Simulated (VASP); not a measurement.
# CdS in VASP: notebook, part 2 of 2

VASP 6.6.1. The steps go on from the part before.

## 4. Single point, PBE (uniaxial x strain -1.1%)

Input file INCAR:

```
SYSTEM = CdS
PREC     = Accurate       ! precision mode
ENCUT    = 630            ! plane-wave cutoff, eV
EDIFF    = 1E-6           ! SCF threshold, eV
ISMEAR   = -1             ! smearing method
SIGMA    = 0.02           ! smearing width, eV
LREAL    = .False.        ! projectors in reciprocal space
LASPH    = .True.         ! aspherical terms in the spheres
NELM     = 120            ! most SCF steps
ALGO     = Normal         ! electronic algorithm
ISIF     = 2              ! what is computed and relaxed
LWAVE    = .False.        ! write WAVECAR
LCHARG   = .False.        ! write CHGCAR
GGA      = PE             ! functional
NBANDS   = 20             ! bands
GGA_COMPAT= .False.
```

Input file KPOINTS:

```
Automatic mesh
0
Gamma
  8 8 8
  0 0 0
```

Input file POSCAR:

```
CdS
1.0
    0.0000000000      2.9392148400      2.9392148400
    2.9083530842      0.0000000000      2.9392148400
    2.9083530842      2.9392148400      0.0000000000
Cd S
1 1
Direct
    0.0000000000      0.0000000000      0.0000000000
    0.2500000000      0.2500000000      0.2500000000
```

Potentials or basis: VASP PAW PBE potentials, release 64 (Cd_sv_GW, S).

Command:

```bash
cat potpaw_PBE.64/Cd_sv_GW/POTCAR potpaw_PBE.64/S/POTCAR > POTCAR
mpirun -np 1 vasp_std > vasp.out
```

OUTCAR:

```text
SYSTEM = CdS
   PREC = Accurate
   ENCUT = 630
   EDIFF = 1E-6
   ISMEAR = -1
   LREAL = .False.
   LASPH = .True.
   NELM = 120
   ISIF = 2
   GGA = PE

 ion  position               nearest neighbor table
   1  0.000  0.000  0.000-   2 2.54   2 2.54   2 2.54   2 2.54
   2  0.250  0.250  0.250-   1 2.54   1 2.54   1 2.54   1 2.54

  LATTYP: Found a body centered tetragonal cell.
 ALAT       =     4.1566774895
 C/A-ratio  =     1.3993643200

  Lattice vectors:

 A1 = (  -2.9083530842,   0.0000000000,  -2.9392148400)
 A2 = (  -2.9083530842,   0.0000000000,   2.9392148400)
 A3 = (   2.9083530842,   2.9392148400,   0.0000000000)

Analysis of symmetry for initial positions (statically):
=====================================================================
 Subroutine PRICEL returns:
 Original cell was already a primitive cell.

 Routine SETGRP: Setting up the symmetry group for a
 body centered tetragonal supercell.

[... 150 lines left out ...]
  energy-cutoff  :      630.00
  volume of cell :       50.25
 maximum number of plane-waves:      1826
 NGX is ok and might be reduce to    36
   NGX = 17   NGY = 17   NGZ = 17

 number of electron      26.0000004 magnetization

 Free energy of the ion-electron system (eV)
  ---------------------------------------------------
  ext. energy  EPLUGINS =         0.00000000
  ---------------------------------------------------
  free energy    TOTEN  =        -6.21066827 eV

  energy without entropy =       -6.21066827  energy(sigma->0) =       -6.21066827

 E-fermi :   3.3788     XC(G=0):  -9.2005

 val. band max:        2.7481951897   @ k =   0.0000   0.0000   0.0000
 cond. band min:       3.8443503159   @ k =   0.0000   0.0000   0.0000
 fundamental gap:      1.0961551263
 Fermi energy:         3.3788455013

 k-point     1 :       0.0000    0.0000    0.0000
  band No.  band energies     occupation
      1     -98.5795      2.00000
      2     -59.6433      2.00000
      3     -59.6406      2.00000
      4     -59.6406      2.00000
      5      -9.5591      2.00000
      6      -4.9512      2.00000
[... 541 lines left out ...]
     19      14.2640      0.00000
     20      15.1032      0.00000

 [... further k-points ...]
[... 5 lines left out ...]
  --------------------------------------------------------------------------------------
  -------------------------------------------------------------------------------------
  Total        0.6307591      0.5743669      0.5743669      0.0000000      0.0000000      0.0000000
  in kB       20.1110304     18.3130297     18.3130297      0.0000000      0.0000000      0.0000000
  external PRESSURE =      18.9123633 kB  Pullay stress =       0.0000000 kB

 VOLUME and BASIS-vectors are now :
 -----------------------------------------------------------------------------
  energy-cutoff  :      630.00
  volume of cell :       50.25
      direct lattice vectors                 reciprocal lattice vectors
     0.000000000  2.939214840  2.939214840    -0.171918603  0.170113458  0.170113458
     2.908353084  0.000000000  2.939214840     0.171918603 -0.170113458  0.170113458
     2.908353084  2.939214840  0.000000000     0.171918603  0.170113458 -0.170113458

 POSITION                                       TOTAL-FORCE (eV/Angst)
 -----------------------------------------------------------------------------------
      0.00000      0.00000      0.00000         0.000000     -0.000000     -0.000000
      1.45418      1.46961      1.46961        -0.000000      0.000000      0.000000
 -----------------------------------------------------------------------------------
    total drift:                                0.000000     -0.000000     -0.000000

  FREE ENERGIE OF THE ION-ELECTRON SYSTEM (eV)
  ---------------------------------------------------
  free  energy   TOTEN  =        -6.2106682703 eV

  energy  without entropy=       -6.2106682703  energy(sigma->0) =       -6.21066827
```

OSZICAR:

```text
N       E                     dE             d eps       ncg     rms          rms(c)
DAV:   1     0.453933868930E+03    0.45393E+03   -0.15895E+04  2388   0.182E+03
DAV:   2     0.401701771531E+02   -0.41376E+03   -0.37985E+03  2368   0.593E+02
DAV:   3    -0.486399435261E+01   -0.45034E+02   -0.44555E+02  3568   0.223E+02
DAV:   4    -0.668770796410E+01   -0.18237E+01   -0.18222E+01  3180   0.461E+01
DAV:   5    -0.676011775419E+01   -0.72410E-01   -0.72405E-01  3460   0.944E+00    0.210E+01
DAV:   6    -0.622558575042E+01    0.53453E+00   -0.13408E+00  3752   0.193E+01    0.157E+01
DAV:   7    -0.621804334052E+01    0.75424E-02   -0.44567E-01  3740   0.571E+00    0.536E+00
DAV:   8    -0.621065954642E+01    0.73838E-02   -0.48995E-02  3656   0.283E+00    0.404E-01
DAV:   9    -0.621053883285E+01    0.12071E-03   -0.37024E-03  3580   0.138E+00    0.776E-02
DAV:  10    -0.621064619580E+01   -0.10736E-03   -0.17245E-04  3072   0.115E-01    0.479E-02
DAV:  11    -0.621066600142E+01   -0.19806E-04   -0.35465E-05  3236   0.661E-02    0.227E-02
DAV:  12    -0.621066744877E+01   -0.14473E-05   -0.37480E-06  2696   0.344E-02    0.622E-03
DAV:  13    -0.621066827035E+01   -0.82158E-06   -0.16577E-06  2276   0.989E-03
   1 F= -.62106683E+01 E0= -.62106683E+01  d E =-.147865E-12
```

It took 2.2 min on 1 thread of AMD EPYC 7R43 (Zen 3), shared host; peak memory 0.22 GiB.

What came out:

```yaml
Free_energy: -6.2107 eV
Pressure: 1.9 GPa
Band_gap_on_the_k_mesh: 1.10 eV
```

Stress tensor (GPa, compression positive):
```
2.01 0.00 0.00
0.00 1.83 0.00
0.00 0.00 1.83
```

Caveat: the cell differs from its parent crystal (uniaxial x strain -1.1%); the structure was generated, so it needn't be the stable form of CdS.

## 5. Overview

```tsv
cell	gap on the mesh (eV)	pressure (GPa)
a = 4.392 Å, angles 60.0°, 2 atoms	0.72	-5.5
a = 4.177, b = 4.177, c = 4.072 Å, angles 60.8, 60.8, 58.3°, 2 atoms	1.06	1.9
a = 4.157, b = 4.135, c = 4.135 Å, angles 60.3, 59.8, 59.8°, 2 atoms	1.10	1.9
```

Alike in all rows: task single point; level PBE; potentials or basis VASP PAW PBE potentials, release 64 (Cd_sv_GW, S); no spin polarisation; k mesh 8 × 8 × 8; cutoff (eV) 630; smearing fermi-dirac 0.02 eV.

Caveats: the structure was generated, so it needn't be the stable form of CdS; the cell stands under tension (at least some runs); semilocal functionals underestimate gaps, and a narrow one can read as zero (at least some runs).

Absolute energies hang on the potentials; compare differences alone.
